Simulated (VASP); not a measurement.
## B2P: single point with PBE

The system is B2P.

```xyz
6
Lattice="0.0000 0.0000 3.0929 3.9810 0.0000 0.0000 0.0000 4.9374 0.0000" Properties=species:S:1:pos:R:3 pbc="T T T"
B     0.6753    1.9652    0.0000
B     3.3057    2.9721    0.0000
B     2.6658    0.5034    1.5465
B     1.3152    4.4339    1.5465
P     3.9810    0.0000    0.0000
P     1.9905    2.4687    1.5465
```

```yaml
Program: VASP 6.6.1
Task: single point
Functional: PBE
Potentials_or_basis: VASP PAW PBE potentials, release 64 (B, P)
Cutoff: 520 eV
k_mesh: 8 × 6 × 6
Occupations: gaussian, width 0.1 eV
Spin: no spin polarisation
Dipole_correction: no
Further_INCAR_settings: ALGO = Normal; EDIFF = 1e-06; NBANDS = 20
```

| Quantity | Value |
| --- | --- |
| Pressure | 0.0 GPa |
| Largest force | 0.040 eV/Å |
| Band gap on the k mesh | zero (band 11 reaches 8.67 eV, above the bottom of band 12 at 5.55 eV) |

Forces in eV/Å, atoms in the order of the input:
```
B   -0.030  0.026  0.000
B    0.030 -0.026  0.000
B   -0.030 -0.026  0.000
B    0.030  0.026  0.000
P    0.000  0.000  0.000
P    0.000  0.000  0.000
```

Stress tensor (GPa, compression positive):
```
-0.29  0.00  0.00
 0.00  0.17  0.00
 0.00  0.00  0.07
```

Levels at points of the mesh, in eV from the Fermi level:
| k point | band 7 | band 8 | band 9 | band 10 | band 11 | band 12 | band 13 | band 14 | band 15 | band 16 |
| --- | --- | --- | --- | --- | --- | --- | --- | --- | --- | --- |
| (0.00, 0.00, 0.00) | -3.70 | -3.67 | -3.06 | -1.40 | -0.62 | 2.02 | 2.76 | 3.17 | 3.55 | 5.66 |
| (0.50, 0.00, 0.00) | -4.14 | -4.14 | -4.04 | -4.04 | -0.75 | -0.75 | 0.62 | 0.62 | 3.82 | 3.82 |
| (0.00, 0.50, 0.00) | -1.78 | -1.78 | -0.91 | -0.91 | 1.22 | 1.22 | 1.48 | 1.48 | 5.58 | 5.58 |
| (0.50, 0.50, 0.00) | -5.48 | -5.48 | -5.03 | -5.03 | -1.85 | -1.85 | 3.01 | 3.01 | 8.01 | 8.01 |
| (0.00, 0.00, 0.50) | -3.64 | -3.64 | -2.57 | -2.57 | 0.40 | 0.40 | 3.99 | 3.99 | 4.31 | 4.31 |
| (0.50, 0.00, 0.50) | -3.65 | -3.65 | -2.18 | -2.18 | -1.91 | -1.91 | -0.32 | -0.32 | 1.16 | 1.16 |
| (0.00, 0.50, 0.50) | -1.27 | -1.27 | -1.18 | -1.18 | -0.73 | -0.73 | 0.34 | 0.34 | 3.00 | 3.00 |
| (0.50, 0.50, 0.50) | -6.79 | -6.79 | -1.72 | -1.72 | 0.69 | 0.69 | 1.55 | 1.55 | 5.51 | 5.51 |

Run time: 38 s on 1 thread of AMD EPYC 9R45 96-Core Processor (Zen 5), with other jobs on the host, peak memory 0.18 GiB.
